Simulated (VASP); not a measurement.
Wanted: the native input for a VASP 6.6.1 run.

| Quantity | Value |
| --- | --- |
| Task | single point |
| Functional | PBE |
| Dispersion | D3(BJ) |
| Potentials or basis | VASP PAW PBE potentials, release 64 (C) |
| Cutoff | 520 eV |
| k mesh | 15 × 15 × 1 |
| Occupations | gaussian, width 0.1 eV |
| Spin | no spin polarisation |
| Dipole correction | yes |
| Further INCAR settings | ALGO = Normal; EDIFF = 1e-06; NBANDS = 16 |

The structure of C lies in POSCAR:

```
C
1.0
    2.4656524413      0.0000000000      0.0000000000
   -1.2328262206      2.1353176511      0.0000000000
    0.0000000000      0.0000000000     17.5000663888
C
4
Direct
    0.6666666667      0.3333333333      0.2571437785
    0.3333333333      0.6666666667      0.2571418816
    0.6666666667      0.8333333333      0.4462878149
    0.3333333333      1.1666666667      0.4462859181
```

This cell differs from its parent crystal: layers slid over each other.

These files were run (other wordings do the same):

INCAR

```
ALGO = Normal ; DIPOL = 0.5 0.5 0.352
EDIFF = 1E-6 ; ENCUT = 520
GGA = PE ; IDIPOL = 3
ISIF = 2 ; ISMEAR = 0
IVDW = 12 ; LASPH = True
LCHARG = False ; LDIPOL = True
LREAL = False ; LWAVE = False
NBANDS = 16 ; NELM = 60
PREC = Accurate ; SIGMA = 0.1
```

KPOINTS

```
k-points
0
Gamma
  15 15 1
```

Potentials or basis: VASP PAW PBE potentials, release 64 (C).

The run is started by

```console
$ cat potpaw_PBE.64/C/POTCAR > POTCAR
$ mpirun -np 1 vasp_std > vasp.out
```

Results of the run:

- Largest force: 0.020 eV/Å
- Dispersion energy per atom: -0.121 eV

Caveat: the cell differs from its parent crystal (layers slid over each other).

Wall time 50 s on 1 thread of AMD EPYC 9R45 96-Core Processor (Zen 5), on a shared host, peak memory 0.21 GiB.
